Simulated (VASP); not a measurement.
# Be (P2_1/m) in VASP: further runs, part 3 of 3

VASP 6.6.1. Earlier steps stand in the parts before.

### 5 Single point, PBE+D3(BJ) (atoms displaced along a vibrational mode, the cell strained)

Input file INCAR:

```
SYSTEM = Be
PREC = Accurate
ENCUT = 520
EDIFF = 1E-6
ISMEAR = 0
SIGMA = 0.15
LREAL = .False.
LASPH = .True.
NELM = 60
ALGO = Fast
ISIF = 2
LWAVE = .False.
LCHARG = .True.
GGA = PE
IVDW = 12
LELF = .True.
LVHAR = .True.
NBANDS = 9
```

Input file KPOINTS:

```
Automatic mesh
0
Gamma
  24 24 12
  0 0 0
```

Input file POSCAR:

```
Be
1.0
    2.2325744604      0.0000000000      0.0000000000
   -1.1162872302      1.9334661986      0.0000000000
    0.0000000000      0.0000000000      3.5291562651
Be
2
Direct
    0.3176165720      0.6666666667      0.2500000000
    0.6823834280      0.3333333333      0.7500000000
```

Potentials or basis: VASP PAW PBE potentials, release 64 (Be).

Launch:

```console
> cat potpaw_PBE.64/Be/POTCAR > POTCAR
> mpirun -np 1 vasp_std > vasp.out
```

OUTCAR:

```text
SYSTEM = Be
   PREC = Accurate
   ENCUT = 520
   EDIFF = 1E-6
   ISMEAR = 0
   LREAL = .False.
   LASPH = .True.
   NELM = 60
   ISIF = 2
   GGA = PE
   IVDW = 12
 IVDW          = 12

 ion  position               nearest neighbor table
   1  0.318  0.667  0.250-   2 2.15   2 2.15   2 2.19   2 2.19   2 2.22   2 2.22
   2  0.682  0.333  0.750-   1 2.15   1 2.15   1 2.19   1 2.19   1 2.22   1 2.22

  LATTYP: Found a hexagonal cell.
 ALAT       =     2.2325744604
 C/A-ratio  =     1.5807563545

  Lattice vectors:

 A1 = (   2.2325744604,   0.0000000000,   0.0000000000)
 A2 = (  -1.1162872302,   1.9334661986,   0.0000000000)
 A3 = (   0.0000000000,   0.0000000000,   3.5291562651)

Analysis of symmetry for initial positions (statically):
=====================================================================
 Subroutine PRICEL returns:
 Original cell was already a primitive cell.

 Routine SETGRP: Setting up the symmetry group for a
 hexagonal supercell.

 Subroutine GETGRP returns: Found  4 space group operations
 (whereof  2 operations were pure point group operations)
 out of a pool of 24 trial point group operations.

The static configuration has the point symmetry S_2 .
 The point group associated with its full space group is C_2h.

Analysis of symmetry for dynamics (positions and initial velocities):
=====================================================================
 Subroutine PRICEL returns:
 Original cell was already a primitive cell.

 Routine SETGRP: Setting up the symmetry group for a
 hexagonal supercell.

 Subroutine GETGRP returns: Found  4 space group operations
 (whereof  2 operations were pure point group operations)
 out of a pool of 24 trial point group operations.

The dynamic configuration has the point symmetry S_2 .
 The point group associated with its full space group is C_2h.

 Subroutine INISYM returns: Found  4 space group operations
 (whereof  2 operations are pure point group operations),
 and found     1 'primitive' translations

----------------------------------------------------------------------------------------
[... 121 lines left out ...]
   IVDW    =    12    specifies the selected vdW correction
   LEPSILON=     F    determine dielectric tensor
   LRPA    =     F    only Hartree local field effects (RPA)
 non-spin polarized calculation
 RMM-DIIS sequential band-by-band and
 Gauss-broadening in eV      SIGMA  =   0.15
  energy-cutoff  :      520.00
  volume of cell :       15.23
 maximum number of plane-waves:       424
 NGX is ok and might be reduce to    18
   NGX =  9   NGY =  9   NGZ = 13

 number of electron       4.0000000 magnetization

 Free energy of the ion-electron system (eV)
  ---------------------------------------------------
  ext. energy  EPLUGINS =         0.00000000
  ---------------------------------------------------
  free energy    TOTEN  =        -7.51443444 eV

  energy without entropy =       -7.51227702  energy(sigma->0) =       -7.51335573

 E-fermi :   7.3328     XC(G=0): -10.7288

 val. band max:        7.3207025047   @ k =   0.3333   0.2917   0.0000
 cond. band min:       7.3362873707   @ k =   0.4583   0.2917   0.0833
 fundamental gap:      0.0155848660
 Fermi energy:         7.3328362288

 k-point     1 :       0.0000    0.0000    0.0000
  band No.  band energies     occupation
      1      -4.2227      2.00000
      2       2.7185      2.00000
      3       8.5085      0.00000
      4      23.6666      0.00000
      5      24.1450      0.00000
      6      26.4109      0.00000
      7      27.1570      0.00000
      8      28.8212      0.00000
      9      35.0953      0.00000
[... 265 lines left out ...]
 k-point    24 :       0.0000    0.3333    0.0000
  band No.  band energies     occupation
      1      -0.9801      2.00000
      2       6.9735      1.99930
      3       7.8046      0.00001
      4      13.9185      0.00000
      5      18.1089      0.00000
      6      19.8516      0.00000
      7      21.3337      0.00000
      8      25.2689      0.00000
      9      28.0517      0.00000

 [... further k-points ...]

------------------------ aborting loop because EDIFF is reached ----------------------------------------

 Edisp (eV)   -0.73816

 E8    (eV) :    -0.2558

  FORCE on cell =-STRESS in cart. coord.  units (eV):
  Direction    XX          YY          ZZ          XY          YZ          ZX
  --------------------------------------------------------------------------------------
  -------------------------------------------------------------------------------------
  Total      -0.25630    -0.24329    -0.32386     0.20372     0.00000     0.00000
  in kB     -26.95566   -25.58672   -34.06116    21.42527     0.00000     0.00000
  external pressure =      -28.87 kB  Pullay stress =        0.00 kB

 VOLUME and BASIS-vectors are now :
 -----------------------------------------------------------------------------
  energy-cutoff  :      520.00
  volume of cell :       15.23
      direct lattice vectors                 reciprocal lattice vectors
     2.232574460  0.000000000  0.000000000     0.447913392  0.258602918  0.000000000
    -1.116287230  1.933466199  0.000000000     0.000000000  0.517205835  0.000000000
     0.000000000  0.000000000  3.529156265     0.000000000  0.000000000  0.283353846

 POSITION                                       TOTAL-FORCE (eV/Angst)
 -----------------------------------------------------------------------------------
     -0.03509      1.28898      0.88229         0.262247      0.021279     -0.000000
      1.15138      0.64449      2.64687        -0.262247     -0.021279      0.000000
 -----------------------------------------------------------------------------------
    total drift:                                0.000000     -0.000000      0.000000

  FREE ENERGIE OF THE ION-ELECTRON SYSTEM (eV)
  ---------------------------------------------------
  free  energy   TOTEN  =        -8.2525950000 eV

  energy  without entropy=       -8.2504375851  energy(sigma->0) =       -8.25151629
```

OSZICAR:

```text
N       E                     dE             d eps       ncg     rms          rms(c)
DAV:   1    -0.276035996142E+01   -0.27604E+01   -0.17933E+03 36948   0.366E+02
DAV:   2    -0.753361857904E+01   -0.47733E+01   -0.46461E+01 54320   0.548E+01
DAV:   3    -0.758567834765E+01   -0.52060E-01   -0.51698E-01 41526   0.379E+00
DAV:   4    -0.758575496830E+01   -0.76621E-04   -0.76618E-04 45228   0.149E-01
DAV:   5    -0.758575501104E+01   -0.42738E-07   -0.43214E-07 40643   0.344E-03    0.126E+00
RMM:   6    -0.753428061218E+01    0.51474E-01   -0.62380E-03 37193   0.853E-01    0.775E-01
RMM:   7    -0.751443213252E+01    0.19848E-01   -0.74897E-03 37904   0.847E-01    0.287E-02
RMM:   8    -0.751443416956E+01   -0.20370E-05   -0.39804E-04 40943   0.183E-01    0.117E-02
RMM:   9    -0.751443657806E+01   -0.24085E-05   -0.14858E-05 43375   0.266E-02    0.385E-03
RMM:  10    -0.751443517387E+01    0.14042E-05   -0.98328E-07 39428   0.840E-03    0.204E-03
RMM:  11    -0.751443443784E+01    0.73602E-06   -0.13687E-07 36208   0.329E-03
   1 F= -.82525950E+01 E0= -.82515163E+01  d E =-.215741E-02
```

It took 2.1 min on 1 thread of Oxide Virtual Turin-like, shared host; peak memory 0.3 GiB.

Results:

```
Free energy                : -8.2526 eV
Pressure                   : -2.9 GPa
Largest force              : 0.263 eV/Å
Band gap on the k mesh     : zero (bands 2 and 3 overlap by 2.13 eV)
Dispersion energy per atom : -0.369 eV
```

Forces in eV/Å, atoms in the order of the input:
```
Be   0.262  0.021  0.000
Be  -0.262 -0.021  0.000
```

Levels at points of the mesh, in eV from the Fermi level:
```
           k point  band 1  band 2  band 3  band 4  band 5  band 6  band 7
(0.00, 0.00, 0.00)  -11.56   -4.61    1.18   16.33   16.81   19.08   19.82
(0.50, 0.00, 0.00)   -5.01   -3.39    3.97    6.24    7.40    9.77   10.16
(0.00, 0.50, 0.00)   -5.13   -3.15    3.71    6.62    6.96    9.78   10.40
(0.50, 0.50, 0.00)   -5.24   -2.91    3.48    6.53    6.98    9.74   10.61
(0.00, 0.00, 0.50)   -9.37   -9.37   10.90   10.90   18.19   18.19   18.28
(0.50, 0.00, 0.50)   -3.80   -3.80    1.87    1.87   12.41   12.41   15.49
(0.00, 0.50, 0.50)   -3.73   -3.73    1.71    1.71   12.39   12.39   15.83
(0.50, 0.50, 0.50)   -3.65   -3.65    1.52    1.52   12.39   12.39   16.15
```

Caveat: the cell differs from its parent crystal (atoms displaced along a vibrational mode, the cell strained).

### 6 Overview

| cell | gap on the mesh (eV) | pressure (GPa) | largest force (eV/Å) |
| --- | --- | --- | --- |
| a = 2.251, b = 2.251, c = 3.559 Å, angles 90.0, 90.0, 120.0°, 2 atoms | none | -5.8 | 0.25 |
| a = 2.270, b = 2.270, c = 3.588 Å, angles 90.0, 90.0, 120.0°, 2 atoms | none | -8.5 | 0.25 |
| a = 2.214, b = 2.214, c = 3.500 Å, angles 90.0, 90.0, 120.0°, 2 atoms | none | 0.3 | 0.27 |
| a = 2.233, b = 2.233, c = 3.529 Å, angles 90.0, 90.0, 120.0°, 2 atoms | none | -2.9 | 0.26 |

Alike in all rows: task single point; level PBE+D3(BJ); potentials or basis VASP PAW PBE potentials, release 64 (Be); no spin polarisation; k mesh 24 × 24 × 12; cutoff (eV) 520; smearing gaussian 0.15 eV.

Caveats: the cell stands under tension (at least some runs).

Absolute energies hang on the potentials; compare differences alone.
